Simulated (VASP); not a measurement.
Here is a VASP 6.6.1 calculation.

File INCAR:

```
PREC = Accurate ; ENCUT = 520
EDIFF = 1E-6 ; ISMEAR = 0
SIGMA = 0.05 ; LREAL = F
LASPH = T ; NELM = 100
ALGO = Normal ; ISIF = 2
LWAVE = F ; LCHARG = F
GGA = PS ; NBANDS = 15
```

KPOINTS

```
regular mesh
0
Gamma
  10 10 10
```

Contents of POSCAR:

```
TaAs
1.0
    0.0000000000      2.5664753427      2.5664753427
    2.5664753427      0.0000000000      2.5664753427
    2.5664753427      2.5664753427      0.0000000000
Ta As
1 1
Direct
    0.5000000000      0.5000000000      0.5000000000
    0.0000000000      0.0000000000      0.0000000000
```

Potentials or basis: VASP PAW PBE potentials, release 64 (Ta_pv, As).

The run is started by

```sh
$ cat potpaw_PBE.64/Ta_pv/POTCAR potpaw_PBE.64/As/POTCAR > POTCAR
$ mpirun -np 1 vasp_std > vasp.out
```

(1) What does it give for the pressure?

(2) What does it give for the band gap on the k mesh?

Results:

(1) 8.4 GPa.

(2) zero (band 8 reaches 8.78 eV, above the bottom of band 9 at 6.39 eV).

Caveat: the PAW data sets were made with another functional, which shifts forces and pressure a little; spin-orbit coupling is left out, which moves the levels of the heavy elements.
